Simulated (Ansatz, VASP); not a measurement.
## SiMo3 in VASP and in Ansatz

Contents of POSCAR:

```
SiMo3
1.0
    4.9631140000      0.0000000000      0.0000000000
    0.0000000000      4.9631140000      0.0000000000
    0.0000000000      0.0000000000      4.9631140000
Si Mo
2 6
Direct
    0.0000000000      0.0000000000      0.0000000000
    0.5000000000      0.5000000000      0.5000000000
    0.2500000000      0.0000000000      0.5000000000
    0.5000000000      0.7500000000      0.0000000000
    0.7500000000      0.0000000000      0.5000000000
    0.5000000000      0.2500000000      0.0000000000
    0.0000000000      0.5000000000      0.7500000000
    0.0000000000      0.5000000000      0.2500000000
```

Contents of INCAR.step1:

```
ALGO = Normal
EDIFF = 1E-4
ENCUT = 520
GGA = PE
ISMEAR = -1
LASPH = T
LCHARG = F
LREAL = F
LWAVE = T
NBANDS = 56
NELM = 100
PREC = Accurate
SIGMA = 0.1
```

INCAR.step2

```
ALGO = Normal
EDIFF = 1E-7
ENCUT = 520
ISIF = 2
ISMEAR = -1
ISTART = 1
LASPH = T
LCHARG = F
LMIXTAU = T
LREAL = F
LWAVE = F
METAGGA = R2SCAN
NBANDS = 56
NELM = 100
PREC = Accurate
SIGMA = 0.1
```

Contents of KPOINTS:

```
k-points
0
Gamma
  7 7 7
```

Input for Ansatz:

```yaml
crystal:
  lattice:
    - [4.963114, 0.0, 0.0]
    - [0.0, 4.963114, 0.0]
    - [0.0, 0.0, 4.963114]
  atoms:
    - { symbol: Si, position: [0.0, 0.0, 0.0] }
    - { symbol: Si, position: [0.5, 0.5, 0.5] }
    - { symbol: Mo, position: [0.25, 0.0, 0.5] }
    - { symbol: Mo, position: [0.5, 0.75, 0.0] }
    - { symbol: Mo, position: [0.75, 0.0, 0.5] }
    - { symbol: Mo, position: [0.5, 0.25, 0.0] }
    - { symbol: Mo, position: [0.0, 0.5, 0.75] }
    - { symbol: Mo, position: [0.0, 0.5, 0.25] }
  symmetry: { tolerance: 0.0003 }
kpoints:
  mp_grid: { grid: [7, 7, 7], shift: [0, 0, 0] }
  band_path:
    path:
      - [0.0, 0.0, 0.0]
      - [0.0, 0.5, 0.0]
      - [0.5, 0.5, 0.0]
      - [0.0, 0.0, 0.0]
      - [0.5, 0.5, 0.5]
      - [0.0, 0.5, 0.0]
      - [0.5, 0.5, 0.5]
      - [0.5, 0.5, 0.0]
    npoints: 8
magnetization:
  spin_polarized: false
scf:
  occupations: { method: fermi_dirac }
  lower_state_search: "off"
  max_iter: 200
hamiltonian:
  pseudopotentials: { kind: paw }
  xc: r2scan
basis:
  ecutwfc: 500
  fft_grid_basis: typed
output:
  forces: true
  stress: true
  eigenvalues: true
  bader: true
  populations: true
  elf: true
  write_potential: true
  volumetric_format: npy
  dos:
    e_range: [-12, 8]
    de: 0.05
    projected: { site_lists: { Mo: [Mo], Si: [Si] } }
checkpoint:
  read: saved_state
```

Alike in both runs: task single point; functional r2SCAN; k mesh 7 × 7 × 7; no spin polarisation.

|  | VASP | Ansatz |
| --- | --- | --- |
| version | VASP 6.6.1 | Ansatz 0.2.0 |
| potentials or method | VASP PAW PBE potentials, release 64 (Si, Mo_sv), cutoff 520 eV | PAW plane waves |
| occupations | fermi-dirac, width 0.1 eV | fermi-dirac |
| valence electrons in the cell | 92 | 92 |

|  | VASP | Ansatz | Ansatz less VASP |
| --- | --- | --- | --- |
| pressure (GPa) | -10.7 | -11.5 | -0.80 |

VASP's potentials were made for PBE, not for r2SCAN.
